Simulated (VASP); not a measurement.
# Zn (P6_3/mmc) in VASP: a series of runs, part 2 of 2

VASP 6.6.1. Earlier steps stand in the parts before.

**3. Relaxation of cell and atoms, PBEsol+D4**

Contents of INCAR:

```
SYSTEM = Zn
PREC = Accurate
ENCUT = 600
EDIFF = 1E-6
ISMEAR = -1
SIGMA = 0.05
LREAL = .FALSE.
LASPH = .TRUE.
NELM = 60
ALGO = Fast
ISIF = 3
LWAVE = .FALSE.
LCHARG = .FALSE.
GGA = PS
IVDW = 13
IBRION = 2
NSW = 60
EDIFFG = -0.01
```

Contents of KPOINTS:

```
regular mesh
0
G
  11 11 6
  0 0 0
```

Contents of POSCAR:

```
Zn
1.0
    2.6700000000      0.0000000000      0.0000000000
   -1.3350000000      2.3122878281      0.0000000000
    0.0000000000      0.0000000000      4.9660000000
Zn
2
Direct
    0.6666666667      0.3333333333      0.7500000000
    0.3333333333      0.6666666667      0.2500000000
```

Potentials or basis: VASP PAW PBE potentials, release 64 (Zn).

Launch:

```sh
$ cat potpaw_PBE.64/Zn/POTCAR > POTCAR
$ mpirun -np 1 vasp_std > vasp.out
```

OUTCAR:

```text
SYSTEM = Zn
   PREC = Accurate
   ENCUT = 600
   EDIFF = 1E-6
   ISMEAR = -1
   LREAL = .FALSE.
   LASPH = .TRUE.
   NELM = 60
   ISIF = 3
   GGA = PS
   IVDW = 13
   IBRION = 2
   NSW = 60
   EDIFFG = -0.01

 ion  position               nearest neighbor table
   1  0.667  0.333  0.750-   2 2.92   2 2.92   2 2.92   2 2.92   2 2.92   2 2.92
   2  0.333  0.667  0.250-   1 2.92   1 2.92   1 2.92   1 2.92   1 2.92   1 2.92

  LATTYP: Found a hexagonal cell.
 ALAT       =     2.6700000000
 C/A-ratio  =     1.8599250936

  Lattice vectors:

 A1 = (   2.6700000000,   0.0000000000,   0.0000000000)
 A2 = (  -1.3350000000,   2.3122878281,   0.0000000000)
 A3 = (   0.0000000000,   0.0000000000,   4.9660000000)

Analysis of symmetry for initial positions (statically):
=====================================================================
 Subroutine PRICEL returns:
 Original cell was already a primitive cell.

 Routine SETGRP: Setting up the symmetry group for a
 hexagonal supercell.

 Subroutine GETGRP returns: Found 24 space group operations
 (whereof 12 operations were pure point group operations)
 out of a pool of 24 trial point group operations.

The static configuration has the point symmetry D_3d.
 The point group associated with its full space group is D_6h.

Analysis of symmetry for dynamics (positions and initial velocities):
=====================================================================
[... 164 lines left out ...]

  DFT-D4 for vdW energy calculation

  Edisp (eV):   -0.36758
[... 105 lines left out ...]
  FREE ENERGIE OF THE ION-ELECTRON SYSTEM (eV)
  ---------------------------------------------------
  free  energy   TOTEN  =        -3.5535564327 eV

  energy  without entropy=       -3.5490294546  energy(sigma->0) =       -3.55129294

[... ionic steps 4 to 26 ...]

--------------------------------------- Ionic step       27  -------------------------------------------

 number of electron      24.0000004 magnetization

------------------------ aborting loop because EDIFF is reached ----------------------------------------
[... 75 lines left out ...]
--------------------------------------- Ionic step       29  -------------------------------------------

 number of electron      24.0000004 magnetization

 Free energy of the ion-electron system (eV)
  ---------------------------------------------------
  ext. energy  EPLUGINS =         0.00000000
  ---------------------------------------------------
  free energy    TOTEN  =        -3.18051638 eV

  energy without entropy =       -3.17833122  energy(sigma->0) =       -3.17942380

 E-fermi :   3.8884     XC(G=0): -12.2740

 val. band max:        3.8713552316   @ k =   0.4545   0.0000   0.3333
 cond. band min:       4.0308811564   @ k =   0.1818   0.1818   0.0000
 fundamental gap:      0.1595259248
 Fermi energy:         3.8884065097

 k-point     1 :       0.0000    0.0000    0.0000
  band No.  band energies     occupation
      1      -7.5508      2.00000
      2      -5.1634      2.00000
      3      -4.2503      2.00000
      4      -4.1763      2.00000
      5      -4.1763      2.00000
      6      -4.0730      2.00000
[... 433 lines left out ...]
      3      -4.4227      2.00000
      4      -4.3502      2.00000
      5      -4.2221      2.00000
      6      -4.0630      2.00000
[... 8 lines left out ...]
     15      13.3267      0.00000
     16      16.1893      0.00000

 [... further k-points ...]

------------------------ aborting loop because EDIFF is reached ----------------------------------------

  DFT-D4 for vdW energy calculation

  Edisp (eV):   -0.40910
[... 25 lines left out ...]
  FREE ENERGIE OF THE ION-ELECTRON SYSTEM (eV)
  ---------------------------------------------------
  free  energy   TOTEN  =        -3.5896149015 eV

  energy  without entropy=       -3.5874297464  energy(sigma->0) =       -3.58852232

 reached required accuracy - stopping structural energy minimisation
```

Run time: 3.6 min. Hardware: 1 thread of Intel Xeon 6975P-C (Granite Rapids), shared host; peak memory 0.19 GiB.

Results:

- Free energy: -3.5896 eV
- Relaxed volume: 13.70 Å³/atom
- Relaxed cell: a = 2.677 Å, b = 2.677 Å, c = 4.416 Å, α = 90.00°, β = 90.00°, γ = 120.00°
- Space group after relaxing (to 0.05 Å): P6_3/mmc (No. 194)
- Energy gained by relaxing: 51.5 meV/atom
- Ionic steps: 29
- Pressure after relaxing: 0.0 GPa
- Band gap on the k mesh: zero (band 12 reaches 5.23 eV, above the bottom of band 13 at 2.32 eV)
- Dispersion energy per atom: -0.205 eV

The path:
```
step  energy change (eV)  largest force (eV/Å)  pressure (GPa)  volume (Å³)
   1              0.0000                0.0000           -6.55        30.66
   2             -0.0670                0.0000           -0.03        27.96
   3             -0.0670                0.0000           -0.04        27.95
   4             -0.0746                0.0000            0.01        27.80
   5             -0.0877                0.0000            0.84        27.32
   6             -0.0681                0.0000            5.37        26.26
   7             -0.0915                0.0000            0.82        27.18
   8             -0.0974                0.0000            2.64        26.73
   9             -0.0979                0.0000            1.85        26.93
  10             -0.0987                0.0000            2.09        26.84
  11             -0.1016                0.0000            0.66        27.26
  12             -0.1019                0.0000            0.76        27.17
  13             -0.1019                0.0000            0.74        27.15
  14             -0.1018                0.0000            0.78        27.12
  15             -0.1028                0.0000            0.75        27.27
  16             -0.1029                0.0000            0.24        27.39
  17             -0.1029                0.0000           -0.06        27.36
  18             -0.1030                0.0000            0.33        27.31
  19             -0.1030                0.0000            0.41        27.33
  20             -0.1030                0.0000            0.38        27.34
  21             -0.1030                0.0000            0.28        27.35
  22             -0.1030                0.0000           -0.12        27.44
  23             -0.1030                0.0000           -0.18        27.42
  24             -0.1030                0.0000           -0.12        27.41
  25             -0.1030                0.0000           -0.29        27.40
  26             -0.1030                0.0000           -0.30        27.38
  27             -0.1030                0.0000            0.20        27.39
  28             -0.1030                0.0000            0.18        27.40
  29             -0.1030                0.0000           -0.03        27.40
```

Final structure:
```
Zn
1.0
     2.67655    0.00000    0.00000
    -1.33827    2.31796    0.00000
     0.00000    0.00000    4.41607
Zn
2
Direct
  0.66667 0.33333 0.75000
  0.33333 0.66667 0.25000
```

Caveat: the PAW data sets were made with another functional, which shifts forces and pressure a little; the volume moved by -11 % from the deposited cell, more than functionals usually miss; pairwise dispersion overbinds metals, which lowers pressure and volume.

**4. Single point, PBE (volume scaled by 0.96)**

Contents of INCAR:

```
PREC     = Accurate       # precision mode
ENCUT    = 520            # plane-wave cutoff, eV
EDIFF    = 1E-7           # SCF threshold, eV
ISMEAR   = -1             # smearing method
SIGMA    = 0.05           # smearing width, eV
LREAL    = F              # projectors in reciprocal space
LASPH    = T              # aspherical terms in the spheres
NELM     = 80             # most SCF steps
ALGO     = Normal         # electronic algorithm
ISIF     = 2              # what is computed and relaxed
LWAVE    = F              # write WAVECAR
LCHARG   = F              # write CHGCAR
GGA      = PE             # functional
NBANDS   = 19             # bands
```

Contents of KPOINTS:

```
regular mesh
0
Gamma
  11 11 6
```

Contents of POSCAR:

```
Zn
1.0
    2.6339144954      0.0000000000      0.0000000000
   -1.3169572477      2.2810368644      0.0000000000
    0.0000000000      0.0000000000      4.8988836645
Zn
2
Direct
    0.6666666667      0.3333333333      0.7500000000
    0.3333333333      0.6666666667      0.2500000000
```

Potentials or basis: VASP PAW PBE potentials, release 64 (Zn).

Launch:

```sh
$ cat potpaw_PBE.64/Zn/POTCAR > POTCAR
$ mpirun -np 1 vasp_std > vasp.out
```

OUTCAR:

```text
PREC = Accurate
   ENCUT = 520
   EDIFF = 1E-7
   ISMEAR = -1
   LREAL = F
   LASPH = T
   NELM = 80
   ISIF = 2
   GGA = PE

 ion  position               nearest neighbor table
   1  0.667  0.333  0.750-   2 2.88   2 2.88   2 2.88   2 2.88   2 2.88   2 2.88
   2  0.333  0.667  0.250-   1 2.88   1 2.88   1 2.88   1 2.88   1 2.88   1 2.88

  LATTYP: Found a hexagonal cell.
 ALAT       =     2.6339144954
 C/A-ratio  =     1.8599250936

  Lattice vectors:

 A1 = (   2.6339144954,   0.0000000000,   0.0000000000)
 A2 = (  -1.3169572477,   2.2810368644,   0.0000000000)
 A3 = (   0.0000000000,   0.0000000000,   4.8988836645)

Analysis of symmetry for initial positions (statically):
=====================================================================
 Subroutine PRICEL returns:
 Original cell was already a primitive cell.

 Routine SETGRP: Setting up the symmetry group for a
 hexagonal supercell.

 Subroutine GETGRP returns: Found 24 space group operations
 (whereof 12 operations were pure point group operations)
 out of a pool of 24 trial point group operations.

The static configuration has the point symmetry D_3d.
 The point group associated with its full space group is D_6h.

Analysis of symmetry for dynamics (positions and initial velocities):
=====================================================================
 Subroutine PRICEL returns:
 Original cell was already a primitive cell.

 Routine SETGRP: Setting up the symmetry group for a
 hexagonal supercell.

 Subroutine GETGRP returns: Found 24 space group operations
 (whereof 12 operations were pure point group operations)
 out of a pool of 24 trial point group operations.

The dynamic configuration has the point symmetry D_3d.
 The point group associated with its full space group is D_6h.

 Subroutine INISYM returns: Found 24 space group operations
 (whereof 12 operations are pure point group operations),
 and found     1 'primitive' translations

----------------------------------------------------------------------------------------

                                     Primitive cell

  volume of cell :      29.4328

  direct lattice vectors                    reciprocal lattice vectors
     2.633914495  0.000000000  0.000000000     0.379663046  0.219198562  0.000000000
    -1.316957248  2.281036864  0.000000000     0.000000000  0.438397124  0.000000000
     0.000000000  0.000000000  4.898883664     0.000000000  0.000000000  0.204128138

  length of vectors
     2.633914495  2.633914495  4.898883664     0.438397124  0.438397124  0.204128138

  position of ions in fractional coordinates (direct lattice)
     0.666666667  0.333333333  0.750000000
     0.333333333  0.666666667  0.250000000

  ion indices of the primitive-cell ions
   primitive index   ion index
                 1           1
                 2           2

----------------------------------------------------------------------------------------

 KPOINTS: regular mesh

Automatic generation of k-mesh.
 Grid dimensions read from file:
 generate k-points for:   11   11    6

 Generating k-lattice:

  Cartesian coordinates                     Fractional coordinates (reciprocal lattice)
     0.034514822  0.019927142  0.000000000     0.090909091 -0.000000000  0.000000000
     0.000000000  0.039854284  0.000000000     0.000000000  0.090909091  0.000000000
     0.000000000  0.000000000  0.034021356     0.000000000  0.000000000  0.166666667

  Length of vectors
     0.039854284  0.039854284  0.034021356

  Shift w.r.t. Gamma in fractional coordinates (k-lattice)
     0.000000000  0.000000000  0.000000000

 Subroutine IBZKPT returns following result:
 ===========================================

 Found     64 irreducible k-points:

 Following reciprocal coordinates:
            Coordinates               Weight
  0.000000  0.000000  0.000000      1.000000
  0.090909  0.000000  0.000000      6.000000
  0.181818  0.000000  0.000000      6.000000
  0.272727 -0.000000  0.000000      6.000000
  0.363636  0.000000  0.000000      6.000000
  0.454545  0.000000  0.000000      6.000000
[... 16 lines left out ...]
  0.090909  0.090909  0.166667     12.000000
  0.181818  0.090909  0.166667     24.000000
 [... further k-points ...]
   k-points           NKPTS =     64   k-points in BZ     NKDIM =     64   number of bands    NBANDS=     19
   number of dos      NEDOS =    301   number of ions     NIONS =      2
   total plane-waves  NPLWV =  14400
   dimension x,y,z NGX =    20 NGY =   20 NGZ =   36
   dimension x,y,z NGXF=    40 NGYF=   40 NGZF=   72
   ions per type =               2
   NGX,Y,Z   is equivalent  to a cutoff of  12.62, 12.62, 12.22 a.u.
   NGXF,Y,Z  is equivalent  to a cutoff of  25.25, 25.25, 24.43 a.u.
 SYSTEM =  unknown system
   PREC   = accura    normal or accurate (medium, high low for compatibility)
   ISTART =      0    job   : 0-new  1-cont  2-samecut
   ICHARG =      2    charge: 1-file 2-atom 10-const
   ISPIN  =      1    spin polarized calculation?
   LNONCOLLINEAR =      F non collinear calculations
   LSORBIT =      F    spin-orbit coupling
   LASPH  =      T    aspherical Exc in radial PAW
   ENCUT  =  520.0 eV  38.22 Ry    6.18 a.u.   4.90  4.90  9.11*2*pi/ulx,y,z
   NELM   =     80;   NELMIN=  2; NELMDL= -5     # of ELM steps
   EDIFF  = 0.1E-06   stopping-criterion for ELM
   LREAL  =      F    real-space projection
   EDIFFG = 0.1E-05   stopping-criterion for IOM
   NSW    =      0    number of steps for IOM
   IBRION =     -1    ionic relax: 0-MD 1-quasi-New 2-CG
   NFREE  =      0    steps in history (QN), initial steepest desc. (CG)
   ISIF   =      2    stress and relaxation
   ISYM   =      2    0-nonsym 1-usesym 2-fastsym
   POTIM  = 0.5000    time-step for ionic-motion
   TEBEG  =    0.0;   TEEND  =   0.0 temperature during run
   PSTRESS=    0.0 pullay stress
   NELECT =      24.0000    total number of electrons
   NUPDOWN=      -1.0000    fix difference up-down
   EMIN   =  10.00;   EMAX   =-10.00  energy-range for DOS
   EFERMI =   0.00;   METHOD = LEGACY
   ISMEAR =    -1;   SIGMA  =   0.05  broadening in eV -4-tet -1-fermi 0-gaus
   EFERMI_NEDOS =   21; number of points for ismear=-14 and -15
   IALGO  =     38    algorithm
   IMIX   =      4    mixing-type and parameters
     AMIX     =   0.40;   BMIX     =  1.00
     AMIX_MAG =   1.60;   BMIX_MAG =  1.00
  volume/ion in A,a.u.               =      14.72        99.31
  Fermi-wavevector in a.u.,A,eV,Ry     =   1.529449  2.890239 31.826924  2.339213
  Thomas-Fermi vector in A             =   2.637068
   LORBIT       =      0    0 simple, 1 ext, 2 COOP (PROOUT), +10 PAW based schemes
   GGA     = PE    functional components
   LHFCALC =     F    Hartree Fock is set to
   AEXX    =    0.0000 exact exchange contribution
   IVDW    =     0    specifies the selected vdW correction
   LEPSILON=     F    determine dielectric tensor
   LRPA    =     F    only Hartree local field effects (RPA)
 non-spin polarized calculation
  energy-cutoff  :      520.00
  volume of cell :       29.43
 maximum number of plane-waves:       806
 NGX is ok and might be reduce to    20
   NGX =  9   NGY =  9   NGZ = 19

 number of electron      24.0000021 magnetization

 Free energy of the ion-electron system (eV)
  ---------------------------------------------------
  ext. energy  EPLUGINS =         0.00000000
  ---------------------------------------------------
  free energy    TOTEN  =        -2.19347207 eV

  energy without entropy =       -2.18877448  energy(sigma->0) =       -2.19112327

 E-fermi :   3.2122     XC(G=0): -11.7240

 val. band max:        3.2073153726   @ k =   0.3636   0.2727   0.3333
 cond. band min:       3.2725988115   @ k =   0.1818   0.0000   0.1667
 fundamental gap:      0.0652834389
 Fermi energy:         3.2121595349

 k-point     1 :       0.0000    0.0000    0.0000
  band No.  band energies     occupation
      1      -7.3157      2.00000
      2      -5.4137      2.00000
      3      -4.6682      2.00000
      4      -4.4163      2.00000
      5      -4.4163      2.00000
      6      -4.3633      2.00000
[... 11 lines left out ...]
     18      22.8935      0.00000
     19      22.9019      0.00000

 k-point     2 :       0.0909    0.0000    0.0000
  band No.  band energies     occupation
      1      -7.0654      2.00000
      2      -5.3042      2.00000
      3      -4.6431      2.00000
      4      -4.4403      2.00000
      5      -4.3890      2.00000
      6      -4.3559      2.00000
[... 476 lines left out ...]
 k-point    24 :       0.1818    0.0909    0.1667
  band No.  band energies     occupation
      1      -5.5811      2.00000
      2      -4.9026      2.00000
      3      -4.6129      2.00000
      4      -4.5601      2.00000
      5      -4.5137      2.00000
      6      -4.3715      2.00000
[... 11 lines left out ...]
     18      18.2690      0.00000
     19      20.3927      0.00000

 [... further k-points ...]
[... 5 lines left out ...]
  --------------------------------------------------------------------------------------
  -------------------------------------------------------------------------------------
  Total        0.6875109      0.6875109      0.2250466     -0.0000000      0.0000000      0.0000000
  in kB       37.4247634     37.4247634     12.2504450     -0.0000000      0.0000000      0.0000000
  external PRESSURE =      29.0333239 kB  Pullay stress =       0.0000000 kB

 VOLUME and BASIS-vectors are now :
 -----------------------------------------------------------------------------
  energy-cutoff  :      520.00
  volume of cell :       29.43
      direct lattice vectors                 reciprocal lattice vectors
     2.633914495  0.000000000  0.000000000     0.379663046  0.219198562  0.000000000
    -1.316957248  2.281036864  0.000000000     0.000000000  0.438397124  0.000000000
     0.000000000  0.000000000  4.898883664     0.000000000  0.000000000  0.204128138

 POSITION                                       TOTAL-FORCE (eV/Angst)
 -----------------------------------------------------------------------------------
      1.31696      0.76035      3.67416        -0.000000      0.000000      0.000000
     -0.00000      1.52069      1.22472         0.000000     -0.000000      0.000000
 -----------------------------------------------------------------------------------
    total drift:                               -0.000000      0.000000      0.000000

  FREE ENERGIE OF THE ION-ELECTRON SYSTEM (eV)
  ---------------------------------------------------
  free  energy   TOTEN  =        -2.1934720655 eV

  energy  without entropy=       -2.1887744813  energy(sigma->0) =       -2.19112327
```

Run time: 36 s. Hardware: 1 thread of Intel Xeon 8259CL, shared host; peak memory 0.15 GiB.

Results:

```yaml
Free_energy: -2.1935 eV
Pressure: 2.9 GPa
Band_gap_on_the_k_mesh: zero (band 12 reaches 5.08 eV, above the bottom of band 13 at 0.31 eV)
```

Caveat: the cell differs from its parent crystal (volume scaled by 0.96).

**5. Overview**

| task | level | cell | cutoff (eV) | gap on the mesh (eV) | pressure (GPa) | relaxed volume (Å³/atom) |
| --- | --- | --- | --- | --- | --- | --- |
| relaxation of cell and atoms | PBEsol+D3(BJ) | relaxed from a = 2.670, b = 2.670, c = 4.966 Å, angles 90.0, 90.0, 120.0°, 2 atoms | 600 | none | 0.0 | 13.37 |
| relaxation of cell and atoms | PBEsol+D4 | relaxed from a = 2.670, b = 2.670, c = 4.966 Å, angles 90.0, 90.0, 120.0°, 2 atoms | 600 | none | 0.0 | 13.70 |
| single point | PBE | a = 2.634, b = 2.634, c = 4.899 Å, angles 90.0, 90.0, 120.0°, 2 atoms | 520 | none | 2.9 | - |

Alike in all rows: potentials or basis VASP PAW PBE potentials, release 64 (Zn); no spin polarisation; k mesh 11 × 11 × 6; smearing fermi-dirac 0.05 eV.

Caveats: the PAW data sets were made with another functional, which shifts forces and pressure a little (some runs); pairwise dispersion overbinds metals, which lowers pressure and volume (some runs); the volume moved by -13 % from the deposited cell, more than functionals usually miss (some runs); the volume moved by -11 % from the deposited cell, more than functionals usually miss (some runs).

Total energies depend on the potentials used, so only differences within one code and one set of settings carry meaning.
